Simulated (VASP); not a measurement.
# Gd (P6_3/mmc) in VASP: further runs

The runs below take Gd through single point, with PBE.

Everything below comes from runs of VASP 6.6.1. Logs are shortened: lines on timing, memory, paths and dates and some standing lists are left out, and cuts for length are marked.

## (1) The cell of the first run

It takes space group P6_3/mmc (No. 194, hexagonal). The conventional cell has a = 3.636 Å, b = 3.636 Å, c = 5.783 Å, α = 90.00°, β = 90.00°, γ = 120.00°. Gd (site symmetry -6m2) has 12 Gd at 3.57 to 3.64 Å within 4.7 Å.

## (2) Single point, PBE, collinear spin, ferromagnetic start

INCAR

```
  ALGO = Normal
  EDIFF = 1E-7
  ENCUT = 520
  GGA = PE
  ISIF = 2
  ISMEAR = -1
  ISPIN = 2
  LASPH = T
  LCHARG = T
  LELF = T
  LMAXMIX = 6
  LORBIT = 11
  LREAL = F
  LVHAR = T
  LWAVE = F
  MAGMOM = 7 7
  NBANDS = 29
  NELM = 150
  PREC = Accurate
  SIGMA = 0.15
```

KPOINTS

```
k-points
0
Gamma
  9 9 5
```

POSCAR

```
Gd
1.0
    3.6360000000      0.0000000000      0.0000000000
   -1.8180000000      3.1488683700      0.0000000000
    0.0000000000      0.0000000000      5.7826000000
Gd
2
Direct
    0.3333333333      0.6666666667      0.2500000000
    0.6666666667      0.3333333333      0.7500000000
```

Potentials or basis: VASP PAW PBE potentials, release 64 (Gd).

On the command line:

```bash
$ cat potpaw_PBE.64/Gd/POTCAR > POTCAR
$ mpirun -np 1 vasp_std > vasp.out
```

OUTCAR:

```text
EDIFF = 1E-7
   ENCUT = 520
   GGA = PE
   ISIF = 2
   ISMEAR = -1
   ISPIN = 2
   LASPH = T
   LORBIT = 11
   LREAL = F
   NELM = 150
   PREC = Accurate

 ion  position               nearest neighbor table
   1  0.333  0.667  0.250-
   2  0.667  0.333  0.750-

  LATTYP: Found a hexagonal cell.
 ALAT       =     3.6360000000
 C/A-ratio  =     1.5903740374

  Lattice vectors:

 A1 = (   3.6360000000,   0.0000000000,   0.0000000000)
 A2 = (  -1.8180000000,   3.1488683700,   0.0000000000)
 A3 = (   0.0000000000,   0.0000000000,   5.7826000000)

Analysis of symmetry for initial positions (statically):
=====================================================================
 Subroutine PRICEL returns:
 Original cell was already a primitive cell.

 Routine SETGRP: Setting up the symmetry group for a
 hexagonal supercell.

 Subroutine GETGRP returns: Found 24 space group operations
 (whereof 12 operations were pure point group operations)
 out of a pool of 24 trial point group operations.

The static configuration has the point symmetry D_3d.
 The point group associated with its full space group is D_6h.

Analysis of symmetry for dynamics (positions and initial velocities):
=====================================================================
 Subroutine PRICEL returns:
 Original cell was already a primitive cell.

 Routine SETGRP: Setting up the symmetry group for a
 hexagonal supercell.

 Subroutine GETGRP returns: Found 24 space group operations
 (whereof 12 operations were pure point group operations)
 out of a pool of 24 trial point group operations.

The dynamic configuration has the point symmetry D_3d.
 The point group associated with its full space group is D_6h.

Analysis of structural, dynamic, and magnetic symmetry:
=====================================================================
 Subroutine PRICEL returns:
 Original cell was already a primitive cell.

 Routine SETGRP: Setting up the symmetry group for a
 hexagonal supercell.

 Subroutine GETGRP returns: Found 24 space group operations
 (whereof 12 operations were pure point group operations)
 out of a pool of 24 trial point group operations.

The overall configuration has the point symmetry D_3d.
 The point group associated with its full space group is D_6h.

 Subroutine INISYM returns: Found 24 space group operations
 (whereof 12 operations are pure point group operations),
 and found     1 'primitive' translations

----------------------------------------------------------------------------------------

                                     Primitive cell

  volume of cell :      66.2066

  direct lattice vectors                    reciprocal lattice vectors
     3.636000000  0.000000000  0.000000000     0.275027503  0.158787203  0.000000000
    -1.818000000  3.148868370  0.000000000     0.000000000  0.317574405  0.000000000
     0.000000000  0.000000000  5.782600000     0.000000000  0.000000000  0.172932591

  length of vectors
     3.636000000  3.636000002  5.782600000     0.317574405  0.317574405  0.172932591

  position of ions in fractional coordinates (direct lattice)
     0.333333333  0.666666667  0.250000000
     0.666666667  0.333333333  0.750000000

  ion indices of the primitive-cell ions
   primitive index   ion index
                 1           1
                 2           2

----------------------------------------------------------------------------------------

 KPOINTS: k-points

Automatic generation of k-mesh.
 Grid dimensions read from file:
 generate k-points for:    9    9    5

 Generating k-lattice:

  Cartesian coordinates                     Fractional coordinates (reciprocal lattice)
     0.030558611  0.017643023  0.000000000     0.111111111  0.000000000  0.000000000
     0.000000000  0.035286045  0.000000000     0.000000000  0.111111111  0.000000000
     0.000000000  0.000000000  0.034586518     0.000000000  0.000000000  0.200000000

  Length of vectors
     0.035286045  0.035286045  0.034586518

  Shift w.r.t. Gamma in fractional coordinates (k-lattice)
     0.000000000  0.000000000  0.000000000

 Subroutine IBZKPT returns following result:
 ===========================================

 Found     36 irreducible k-points:

 Following reciprocal coordinates:
            Coordinates               Weight
  0.000000  0.000000  0.000000      1.000000
  0.111111  0.000000  0.000000      6.000000
  0.222222  0.000000  0.000000      6.000000
  0.333333  0.000000  0.000000      6.000000
  0.444444  0.000000  0.000000      6.000000
  0.111111  0.111111  0.000000      6.000000
[... 16 lines left out ...]
  0.333333  0.222222  0.200000     24.000000
  0.333333  0.333333  0.200000      4.000000
 [... further k-points ...]
   k-points           NKPTS =     36   k-points in BZ     NKDIM =     36   number of bands    NBANDS=     29
   number of dos      NEDOS =    301   number of ions     NIONS =      2
   total plane-waves  NPLWV =  37632
   dimension x,y,z NGX =    28 NGY =   28 NGZ =   48
   dimension x,y,z NGXF=    56 NGYF=   56 NGZF=   96
   ions per type =               2
   NGX,Y,Z   is equivalent  to a cutoff of  12.80, 12.80, 13.80 a.u.
   NGXF,Y,Z  is equivalent  to a cutoff of  25.60, 25.60, 27.60 a.u.
 SYSTEM =  unknown system
   PREC   = accura    normal or accurate (medium, high low for compatibility)
   ISTART =      0    job   : 0-new  1-cont  2-samecut
   ICHARG =      2    charge: 1-file 2-atom 10-const
   ISPIN  =      2    spin polarized calculation?
   LNONCOLLINEAR =      F non collinear calculations
   LSORBIT =      F    spin-orbit coupling
   LASPH  =      T    aspherical Exc in radial PAW
   ENCUT  =  520.0 eV  38.22 Ry    6.18 a.u.   6.76  6.76 10.75*2*pi/ulx,y,z
   NELM   =    150;   NELMIN=  2; NELMDL= -5     # of ELM steps
   EDIFF  = 0.1E-06   stopping-criterion for ELM
   LREAL  =      F    real-space projection
   EDIFFG = 0.1E-05   stopping-criterion for IOM
   NSW    =      0    number of steps for IOM
   IBRION =     -1    ionic relax: 0-MD 1-quasi-New 2-CG
   NFREE  =      0    steps in history (QN), initial steepest desc. (CG)
   ISIF   =      2    stress and relaxation
   ISYM   =      2    0-nonsym 1-usesym 2-fastsym
   POTIM  = 0.5000    time-step for ionic-motion
   TEBEG  =    0.0;   TEEND  =   0.0 temperature during run
   PSTRESS=    0.0 pullay stress
   NELECT =      36.0000    total number of electrons
   NUPDOWN=      -1.0000    fix difference up-down
   EMIN   =  10.00;   EMAX   =-10.00  energy-range for DOS
   EFERMI =   0.00;   METHOD = LEGACY
   ISMEAR =    -1;   SIGMA  =   0.15  broadening in eV -4-tet -1-fermi 0-gaus
   EFERMI_NEDOS =   21; number of points for ismear=-14 and -15
   IALGO  =     38    algorithm
   IMIX   =      4    mixing-type and parameters
     AMIX     =   0.40;   BMIX     =  1.00
     AMIX_MAG =   1.60;   BMIX_MAG =  1.00
  volume/ion in A,a.u.               =      33.10       223.39
  Fermi-wavevector in a.u.,A,eV,Ry     =   1.336211  2.525073 24.292668  1.785461
  Thomas-Fermi vector in A             =   2.464856
   LORBIT       =     11    0 simple, 1 ext, 2 COOP (PROOUT), +10 PAW based schemes
   GGA     = PE    functional components
   LHFCALC =     F    Hartree Fock is set to
   AEXX    =    0.0000 exact exchange contribution
   IVDW    =     0    specifies the selected vdW correction
   LEPSILON=     F    determine dielectric tensor
   LRPA    =     F    only Hartree local field effects (RPA)
 spin polarized calculation
  energy-cutoff  :      520.00
  volume of cell :       66.21
 maximum number of plane-waves:      1808
 NGX is ok and might be reduce to    28
   NGX = 13   NGY = 13   NGZ = 21

 number of electron      36.0000005 magnetization      15.0218888

 Free energy of the ion-electron system (eV)
  ---------------------------------------------------
  ext. energy  EPLUGINS =         0.00000000
  ---------------------------------------------------
  free energy    TOTEN  =       -23.55370868 eV

  energy without entropy =      -23.23684979  energy(sigma->0) =      -23.39527923

 E-fermi :   2.9634     XC(G=0):  -9.9649

 val. band max:        2.9622979558   @ k =   0.2222   0.1111   0.2000
 cond. band min:       2.9873946858   @ k =   0.4444   0.1111   0.2000
 fundamental gap:      0.0250967300
 Fermi energy:         2.9634441812

 spin component 1

 k-point     1 :       0.0000    0.0000    0.0000
  band No.  band energies     occupation
      1     -42.1779      1.00000
      2     -42.1080      1.00000
      3     -19.9589      1.00000
      4     -19.3439      1.00000
      5     -19.3439      1.00000
      6     -19.2368      1.00000
[... 21 lines left out ...]
     28       4.5269      0.00003
     29       4.9820      0.00000
[... 705 lines left out ...]
 k-point    24 :       0.3333    0.3333    0.2000
  band No.  band energies     occupation
      1     -42.1013      1.00000
      2     -42.1013      1.00000
      3     -19.7253      1.00000
      4     -19.7216      1.00000
      5     -19.7216      1.00000
      6     -19.5364      1.00000
[... 21 lines left out ...]
     28       3.5118      0.02520
     29       5.1327      0.00000

 [... further k-points ...]

 spin component 2

 k-point     1 :       0.0000    0.0000    0.0000
  band No.  band energies     occupation
      1     -38.9793      1.00000
      2     -38.8912      1.00000
      3     -17.7503      1.00000
      4     -16.9983      1.00000
      5     -16.9983      1.00000
      6     -16.8720      1.00000
[... 21 lines left out ...]
     28       5.6807      0.00000
     29       6.1428      0.00000
[... 705 lines left out ...]
 k-point    24 :       0.3333    0.3333    0.2000
  band No.  band energies     occupation
      1     -38.8824      1.00000
      2     -38.8824      1.00000
      3     -17.4726      1.00000
      4     -17.4559      1.00000
      5     -17.4559      1.00000
      6     -17.2387      1.00000
[... 21 lines left out ...]
     28       4.7853      0.00001
     29       6.1299      0.00000

 [... further k-points ...]

------------------------ aborting loop because EDIFF is reached ----------------------------------------

  FORCE on cell =-STRESS in cart. coord.  units (eV):
  Direction    XX          YY          ZZ          XY          YZ          ZX
  --------------------------------------------------------------------------------------
  -------------------------------------------------------------------------------------
  Total        0.3652621      0.3652621      0.4829389      0.0000000     -0.0000000      0.0000000
  in kB        8.8392136      8.8392136     11.6869519      0.0000000     -0.0000000      0.0000000
  external PRESSURE =       9.7884597 kB  Pullay stress =       0.0000000 kB

 VOLUME and BASIS-vectors are now :
 -----------------------------------------------------------------------------
  energy-cutoff  :      520.00
  volume of cell :       66.21
      direct lattice vectors                 reciprocal lattice vectors
     3.636000000  0.000000000  0.000000000     0.275027503  0.158787203  0.000000000
    -1.818000000  3.148868370  0.000000000     0.000000000  0.317574405  0.000000000
     0.000000000  0.000000000  5.782600000     0.000000000  0.000000000  0.172932591

 POSITION                                       TOTAL-FORCE (eV/Angst)
 -----------------------------------------------------------------------------------
     -0.00000      2.09925      1.44565         0.000000      0.000000      0.000000
      1.81800      1.04962      4.33695        -0.000000     -0.000000      0.000000
 -----------------------------------------------------------------------------------
    total drift:                               -0.000000      0.000000     -0.000000

  FREE ENERGIE OF THE ION-ELECTRON SYSTEM (eV)
  ---------------------------------------------------
  free  energy   TOTEN  =       -23.5537086774 eV

  energy  without entropy=      -23.2368497919  energy(sigma->0) =      -23.39527923

 total charge

# of ion       s       p       d       f       tot
--------------------------------------------------
    1        2.073   5.566   0.557   7.018  15.214
    2        2.073   5.566   0.557   7.018  15.214
--------------------------------------------------
tot          4.146  11.132   1.114  14.036  30.428

 magnetization (x)

# of ion       s       p       d       f       tot
--------------------------------------------------
    1        0.004  -0.053   0.196   6.775   6.921
    2        0.004  -0.053   0.196   6.775   6.921
--------------------------------------------------
tot          0.007  -0.107   0.392  13.550  13.842
```

It took 15 min on 1 thread of Intel Xeon Platinum 8375C at 2.90GHz (Ice Lake), shared host; peak memory 0.29 GiB.

Results:

```
Free energy                                           : -23.5537 eV
Pressure                                              : 1.0 GPa
Net moment                                            : 15.02 μB per cell
Site moments                                          : Gd +6.92 μB
Valence electrons inside the program's atomic spheres : Gd 15.21
```

Caveat: spin-orbit coupling is left out, which moves the levels of the heavy elements; semilocal functionals describe open f shells poorly, which spoils levels, moments and volumes.

## (3) Single point, PBE, collinear spin, antiferromagnetic start

INCAR

```
SYSTEM = Gd
PREC = Accurate
ENCUT = 520
EDIFF = 1E-7
ISMEAR = -1
SIGMA = 0.15
LREAL = .FALSE.
LASPH = .TRUE.
NELM = 150
ALGO = Normal
ISIF = 2
LWAVE = .FALSE.
LCHARG = .FALSE.
ISPIN = 2
MAGMOM = 7 -7
LORBIT = 11
LMAXMIX = 6
GGA = PE
NBANDS = 29
```

KPOINTS

```
Automatic mesh
0
G
  9 9 5
  0 0 0
```

POSCAR is that of step 2.

Potentials or basis: VASP PAW PBE potentials, release 64 (Gd).

On the command line:

```bash
$ cat potpaw_PBE.64/Gd/POTCAR > POTCAR
$ mpirun -np 1 vasp_std > vasp.out
```

Wall time 13 min (1 thread of Intel Xeon Platinum 8375C at 2.90GHz (Ice Lake), shared host); peak memory 0.29 GiB.

The run converged. Its results:

```yaml
Free_energy: -23.5663 eV
Pressure: 0.5 GPa
Band_gap_on_the_k_mesh: zero (filled and empty bands overlap)
Net_moment: 0.00 μB per cell
Site_moments: Gd +6.89, -6.89 μB
Valence_electrons_inside_the_program's_atomic_spheres: Gd 15.22
```

Stress tensor (GPa, compression positive):
```
0.34 0.00 0.00
0.00 0.34 0.00
0.00 0.00 0.72
```

Levels at points of the mesh, in eV from the Fermi level:
Spin up:
```tsv
k point	band 16	band 17	band 18	band 19	band 20	band 21
(0.00, 0.00, 0.00)	-4.45	-1.92	0.62	0.65	0.75	0.75
```
Spin down:
| k point | band 14 | band 15 | band 16 | band 17 | band 18 | band 19 | band 20 | band 21 | band 22 | band 23 |
| --- | --- | --- | --- | --- | --- | --- | --- | --- | --- | --- |
| (0.00, 0.00, 0.00) | -4.48 | -4.48 | -4.45 | -1.92 | 0.62 | 0.65 | 0.75 | 0.75 | 0.81 | 0.81 |

Caveat: the antiferromagnetic order is the one typed at the start, and another may lie lower; spin-orbit coupling is left out, which moves the levels of the heavy elements; semilocal functionals describe open f shells poorly, which spoils levels, moments and volumes. The state reached can hang on the start; a lower one may exist.

The gap in the log of VASP goes by the Fermi energy; the results here count the filled bands.